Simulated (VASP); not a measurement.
Crystal: Mg.

```
Mg
1.0
     3.20930    0.00000    0.00000
    -1.60465    2.77934    0.00000
     0.00000    0.00000    5.21030
Mg
2
Direct
  0.66667 0.33333 0.75000
  0.33333 0.66667 0.25000
```

```yaml
Program: VASP 6.6.1
Task: relaxation of cell and atoms
Functional: LDA
Potentials_or_basis: VASP PAW LDA potentials, release 64 (Mg)
Cutoff: 600 eV
k_mesh: 10 × 10 × 5
Occupations: fermi-dirac, width 0.05 eV
Spin: no spin polarisation
```

At the start: pressure -2.7 GPa; volume 23.24 Å³/atom.

Q: How do energy, volume and symmetry change on relaxing?

A: Over 8 steps the energy falls by 18.3 meV/atom and the volume is 21.50 Å³/atom (-7.5 %); space group P6_3/mmc (No. 194, to 0.05 Å).

The path:
```csv
step,energy change (eV),largest force (eV/Å),pressure (GPa),volume (Å³)
1,0.0000,0.0000,-2.71,46.47
2,-0.0316,0.0000,-0.82,43.88
3,-0.0348,0.0000,0.08,42.89
4,-0.0348,0.0000,0.15,42.82
5,-0.0362,0.0000,0.15,42.84
6,-0.0366,0.0000,0.14,42.85
7,-0.0366,0.0000,0.14,42.85
8,-0.0367,0.0000,0.00,43.00
```

Final structure:
```
Mg
1.0
     3.09722    0.00000    0.00000
    -1.54861    2.68228    0.00000
     0.00000    0.00000    5.17652
Mg
2
Direct
  0.66667 0.33333 0.75000
  0.33333 0.66667 0.25000
```
